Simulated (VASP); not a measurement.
## Ta: single point with PBEsol

Ta:

```
CELL_PARAMETERS angstrom
-1.72400 1.72400 1.48471
1.72400 -1.72400 1.48471
1.72400 1.72400 -1.48471
ATOMIC_POSITIONS crystal
Ta 0.00000 0.00000 0.00000
```

```yaml
Program: VASP 6.6.1
Task: single point
Functional: PBEsol
Potentials_or_basis: VASP PAW PBE potentials, release 64 (Ta_pv)
Cutoff: 520 eV
k_mesh: 22 × 22 × 22
Occupations: gaussian, width 0.15 eV
Spin: no spin polarisation
Dipole_correction: no
Further_INCAR_settings: ALGO = Fast; EDIFF = 1e-07; NBANDS = 12
```

The pressure is 2.5 GPa and the band gap on the k mesh is zero (an odd number of electrons rules out a gap without spin polarisation).

Stress tensor (GPa, compression positive):
```
-1.80  0.00  0.00
 0.00 -1.80  0.00
 0.00  0.00 10.97
```

Levels at points of the mesh, in eV from the Fermi level:
```
           k point  band 1  band 2  band 3  band 4  band 5  band 6  band 7  band 8  band 9  band 10
(0.00, 0.00, 0.00)  -33.09  -33.09  -33.02   -8.13   -0.58    1.52    1.52    2.29    5.13    14.28
(0.50, 0.00, 0.00)  -34.34  -33.51  -33.19   -4.56   -2.30    2.07    3.68    6.47    7.68    11.80
(0.50, 0.50, 0.00)  -34.34  -33.31  -33.03   -4.69   -0.17    0.88    2.05    4.02    7.60    11.29
(0.50, 0.50, 0.50)  -34.05  -34.05  -33.64   -4.25   -3.89    6.77    6.77    7.36    7.47     7.47
```

Run time: 3.1 min on 1 thread of Intel Xeon 8259CL (shared host), peak memory 0.29 GiB.

Caveat: the stress differs along the axes, from -2 to 11 GPa; the PAW data sets were made with another functional, which shifts forces and pressure a little; spin-orbit coupling is left out, which moves the levels of the heavy elements.
